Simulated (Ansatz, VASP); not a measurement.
**Two plane-wave programs on C**

File INCAR:

```
  PREC = Accurate
  ENCUT = 520
  EDIFF = 1E-7
  ISMEAR = 0
  SIGMA = 0.05
  LREAL = F
  LASPH = T
  NELM = 100
  ALGO = Normal
  ISIF = 2
  LWAVE = F
  LCHARG = T
  GGA = PE
  LELF = T
  LVHAR = T
  NBANDS = 11
```

File KPOINTS:

```
regular mesh
0
Gamma
  12 12 12
```

POSCAR

```
C
1.0
    0.0000000000      1.7390867455      1.6571757598
    1.7390867455      0.0000000000      1.6571757598
    1.7390867455      1.7390867455      0.0000000000
C
2
Direct
    0.5000000000      0.5000000000      0.5000000000
    0.7500000000      0.7500000000      0.7500000000
```

Input for Ansatz:

```yaml
crystal:
  lattice:
    - [0.0, 1.7390867455, 1.6571757598]
    - [1.7390867455, 0.0, 1.6571757598]
    - [1.7390867455, 1.7390867455, 0.0]
  atoms:
    - { symbol: C, position: [0.5, 0.5, 0.5] }
    - { symbol: C, position: [0.75, 0.75, 0.75] }
basis:
  ecutwfc: 520.0
kpoints:
  mp_grid: { grid: [12, 12, 12] }
hamiltonian:
  xc: pbe
  pseudopotentials: { kind: paw, azcp: { folder: soft_1 } }
scf:
  occupations: { method: gaussian, width: 0.05 }
output:
  forces: true
  stress: true
  eigenvalues: true
```

Alike in both runs: task single point; functional PBE; k mesh 12 × 12 × 12; occupations gaussian, width 0.05 eV; no spin polarisation.

```csv
,VASP,Ansatz
version,VASP 6.6.1,Ansatz 0.2.0
potentials or method,"VASP PAW PBE potentials, release 64 (C), cutoff 520 eV","scalar-relativistic, plane waves, PAW"
valence electrons in the cell,8,8
```

|  | VASP | Ansatz | Ansatz less VASP |
| --- | --- | --- | --- |
| gap on the k mesh at the Fermi level (eV) | 3.14 | 3.15 | +0.014 |
| least direct gap on the mesh (eV) | 5.03 | 5.04 | +0.005 |
